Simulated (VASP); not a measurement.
# FeSi (zincblende type) (F-43m) in VASP: a series of runs, part 3 of 3

VASP 6.6.1. The steps go on from the part before.

## (5) Single point, r2SCAN, collinear spin, ferromagnetic start (volume scaled by 0.7)

POSCAR reads:

```
FeSi
1.0
    0.0000000000      2.3673016524      2.3673016524
    2.3673016524      0.0000000000      2.3673016524
    2.3673016524      2.3673016524      0.0000000000
Fe Si
1 1
Direct
    0.0000000000      0.0000000000      0.0000000000
    0.2500000000      0.2500000000      0.2500000000
```

INCAR.step1 reads:

```
PREC = Accurate ; ENCUT = 520
ISMEAR = -1 ; SIGMA = 0.05
LREAL = False ; LASPH = True
NELM = 150 ; ISPIN = 2
MAGMOM = 2.5 0 ; LMAXMIX = 4
NBANDS = 17 ; GGA = PE
ALGO = Normal ; EDIFF = 1E-4
LWAVE = True ; LCHARG = False
```

INCAR.step2 reads:

```
PREC = Accurate ; ENCUT = 520
EDIFF = 1E-7 ; ISMEAR = -1
SIGMA = 0.05 ; LREAL = False
LASPH = True ; NELM = 150
ALGO = Normal ; ISIF = 2
LWAVE = False ; LCHARG = True
ISPIN = 2 ; MAGMOM = 2.5 0
LORBIT = 11 ; LMAXMIX = 4
METAGGA = R2SCAN ; LMIXTAU = True
LELF = True ; LVHAR = True
NBANDS = 17 ; ISTART = 1
```

KPOINTS reads:

```
Automatic mesh
0
Gamma
  12 12 12
```

Potentials or basis: VASP PAW PBE potentials, release 64 (Fe, Si).

On the command line:

```console
cat potpaw_PBE.64/Fe/POTCAR potpaw_PBE.64/Si/POTCAR > POTCAR
cp INCAR.step1 INCAR
mpirun -np 1 vasp_std > vasp.out
cp INCAR.step2 INCAR
mpirun -np 1 vasp_std > vasp.out
```

OUTCAR:

```text
PREC = Accurate
   ENCUT = 520
   EDIFF = 1E-7
   ISMEAR = -1
   LREAL = False
   LASPH = True
   NELM = 150
   ISIF = 2
   ISPIN = 2
   LORBIT = 11
   METAGGA = R2SCAN
   ISTART = 1

 ion  position               nearest neighbor table
   1  0.000  0.000  0.000-   2 2.05   2 2.05   2 2.05   2 2.05
   2  0.250  0.250  0.250-   1 2.05   1 2.05   1 2.05   1 2.05

  LATTYP: Found a face centered cubic cell.
 ALAT       =     4.7346033048

  Lattice vectors:

 A1 = (   0.0000000000,   2.3673016524,   2.3673016524)
 A2 = (   2.3673016524,   0.0000000000,   2.3673016524)
 A3 = (   2.3673016524,   2.3673016524,   0.0000000000)

Analysis of symmetry for initial positions (statically):
=====================================================================
 Subroutine PRICEL returns:
 Original cell was already a primitive cell.

 Routine SETGRP: Setting up the symmetry group for a
 face centered cubic supercell.

 Subroutine GETGRP returns: Found 24 space group operations
 (whereof 24 operations were pure point group operations)
 out of a pool of 48 trial point group operations.

The static configuration has the point symmetry T_d .

Analysis of symmetry for dynamics (positions and initial velocities):
=====================================================================
 Subroutine PRICEL returns:
 Original cell was already a primitive cell.

 Routine SETGRP: Setting up the symmetry group for a
 face centered cubic supercell.

 Subroutine GETGRP returns: Found 24 space group operations
 (whereof 24 operations were pure point group operations)
 out of a pool of 48 trial point group operations.

The dynamic configuration has the point symmetry T_d .

Analysis of structural, dynamic, and magnetic symmetry:
=====================================================================
 Subroutine PRICEL returns:
 Original cell was already a primitive cell.

 Routine SETGRP: Setting up the symmetry group for a
 face centered cubic supercell.
[... 149 lines left out ...]
  ext. energy  EPLUGINS =         0.00000000
  ---------------------------------------------------
  free energy    TOTEN  =       -20.39355931 eV

  energy without entropy =      -20.39167707  energy(sigma->0) =      -20.39261819

 E-fermi :   6.6215     XC(G=0): -12.2578

 val. band max:        6.5367108274   @ k =   0.5000   0.5000   0.0000
 cond. band min:       6.7913689683   @ k =  -0.4167   0.1667   0.0833
 fundamental gap:      0.2546581410
 Fermi energy:         6.6214837044

 spin component 1

 k-point     1 :       0.0000    0.0000    0.0000
  band No.  band energies     occupation
      1      -4.7367      1.00000
      2       4.0429      1.00000
      3       4.0429      1.00000
      4       4.0429      1.00000
      5       5.8393      1.00000
      6       5.8393      1.00000
[... 459 lines left out ...]
      6       6.1483      0.99992
[... 9 lines left out ...]
     16      28.2494      0.00000
     17      32.0395      0.00000

 [... further k-points ...]

 spin component 2

 k-point     1 :       0.0000    0.0000    0.0000
  band No.  band energies     occupation
      1      -4.7367      1.00000
      2       4.0429      1.00000
      3       4.0429      1.00000
      4       4.0429      1.00000
      5       5.8393      1.00000
      6       5.8393      1.00000
[... 459 lines left out ...]
      6       6.1483      0.99992
[... 9 lines left out ...]
     16      28.2494      0.00000
     17      32.0392      0.00000

 [... further k-points ...]

------------------------ aborting loop because EDIFF is reached ----------------------------------------

  FORCE on cell =-STRESS in cart. coord.  units (eV):
  Direction    XX          YY          ZZ          XY          YZ          ZX
  --------------------------------------------------------------------------------------
  -------------------------------------------------------------------------------------
  Total        6.2473448      6.2473448      6.2473448     -0.0000000     -0.0000000     -0.0000000
  in kB      377.2378476    377.2378476    377.2378476     -0.0000000     -0.0000000     -0.0000000
  external PRESSURE =     377.2378476 kB  Pullay stress =       0.0000000 kB

 VOLUME and BASIS-vectors are now :
 -----------------------------------------------------------------------------
  energy-cutoff  :      520.00
  volume of cell :       26.53
      direct lattice vectors                 reciprocal lattice vectors
     0.000000000  2.367301652  2.367301652    -0.211210937  0.211210937  0.211210937
     2.367301652  0.000000000  2.367301652     0.211210937 -0.211210937  0.211210937
     2.367301652  2.367301652  0.000000000     0.211210937  0.211210937 -0.211210937

 POSITION                                       TOTAL-FORCE (eV/Angst)
 -----------------------------------------------------------------------------------
      0.00000      0.00000      0.00000         0.000000      0.000000      0.000000
      1.18365      1.18365      1.18365        -0.000000     -0.000000     -0.000000
 -----------------------------------------------------------------------------------
    total drift:                                0.000003      0.000003      0.000003

  FREE ENERGIE OF THE ION-ELECTRON SYSTEM (eV)
  ---------------------------------------------------
  free  energy   TOTEN  =       -20.3935593059 eV

  energy  without entropy=      -20.3916770709  energy(sigma->0) =      -20.39261819

 total charge

# of ion       s       p       d       tot
------------------------------------------
    1        0.543   0.547   6.907   7.997
    2        0.864   1.051   0.000   1.915
--------------------------------------------------
tot          1.407   1.598   6.907   9.912

 magnetization (x)

# of ion       s       p       d       tot
------------------------------------------
    1       -0.000  -0.000   0.000   0.000
    2       -0.000  -0.000   0.000  -0.000
--------------------------------------------------
tot         -0.000  -0.000   0.000   0.000
```

OUTCAR.step1:

```text
PREC = Accurate
   ENCUT = 520
   ISMEAR = -1
   LREAL = False
   LASPH = True
[... 1204 lines left out ...]
      0.00000      0.00000      0.00000         0.000000      0.000000      0.000000
      1.18365      1.18365      1.18365        -0.000000     -0.000000     -0.000000
 -----------------------------------------------------------------------------------
    total drift:                                0.000000      0.000000      0.000000

  FREE ENERGIE OF THE ION-ELECTRON SYSTEM (eV)
  ---------------------------------------------------
  free  energy   TOTEN  =       -11.4853406958 eV

  energy  without entropy=      -11.4819239672  energy(sigma->0) =      -11.48363233
```

OSZICAR.step1:

```text
N       E                     dE             d eps       ncg     rms          rms(c)
DAV:   1     0.448931473294E+02    0.44893E+02   -0.51884E+03  5072   0.714E+02
DAV:   2    -0.996256770766E+01   -0.54856E+02   -0.48052E+02  5098   0.153E+02
DAV:   3    -0.124461410415E+02   -0.24836E+01   -0.24332E+01  6180   0.353E+01
DAV:   4    -0.124733646928E+02   -0.27224E-01   -0.27200E-01  5900   0.342E+00
DAV:   5    -0.124737260132E+02   -0.36132E-03   -0.36130E-03  6400   0.442E-01    0.151E+01
DAV:   6    -0.148931963606E+02   -0.24195E+01   -0.30275E+01  5574   0.674E+01    0.179E+01
DAV:   7    -0.114312249352E+02    0.34620E+01   -0.19885E+01  6123   0.483E+01    0.328E+00
DAV:   8    -0.114603570361E+02   -0.29132E-01   -0.18057E-01  6064   0.247E+00    0.227E+00
DAV:   9    -0.114846494348E+02   -0.24292E-01   -0.75129E-02  7079   0.245E+00    0.693E-01
DAV:  10    -0.114849613581E+02   -0.31192E-03   -0.11729E-02  7350   0.702E-01    0.223E-01
DAV:  11    -0.114854112771E+02   -0.44992E-03   -0.10310E-03  5958   0.268E-01    0.136E-01
DAV:  12    -0.114853406958E+02    0.70581E-04   -0.78771E-05  2920   0.611E-02
   1 F= -.11485341E+02 E0= -.11483632E+02  d E =-.341673E-02  mag=     0.0057
```

Wall time 2.3 min (1 thread of Intel Xeon 6975P-C (Granite Rapids), shared host); peak memory 0.21 GiB.

What came out:

| Quantity | Value |
| --- | --- |
| Free energy | -20.3936 eV |
| Pressure | 37.7 GPa |
| Band gap on the k mesh | 0.25 eV, indirect (least direct gap 0.51 eV) |
| Net moment | 0.00 μB per cell |
| Valence electrons inside the program's atomic spheres | Fe 8.00; Si 1.92 |

Levels at points of the mesh, in eV from the valence-band top:
Spin up:
```tsv
k point	band 3	band 4	band 5	band 6	band 7	band 8	band 9	band 10
(0.00, 0.00, 0.00)	-2.49	-2.49	-0.70	-0.70	9.08	9.08	9.08	9.95
(0.50, 0.00, 0.00)	-2.25	-2.25	-0.34	-0.34	0.28	5.93	5.93	9.99
(0.50, 0.50, 0.00)	-1.65	-0.99	-0.99	0.00	0.79	1.90	1.90	8.04
```
Spin down:
```
           k point  band 4  band 5  band 6  band 7  band 8  band 9
(0.00, 0.00, 0.00)   -2.49   -0.70   -0.70    9.08    9.08    9.08
(0.50, 0.00, 0.00)   -2.25   -0.34   -0.34    0.28    5.93    5.93
(0.50, 0.50, 0.00)   -0.99   -0.99    0.00    0.79    1.90    1.90
```

Caveat: the starting moments collapsed, and a magnetic state may lie lower; the PAW data sets were made with another functional, which shifts forces and pressure a little.
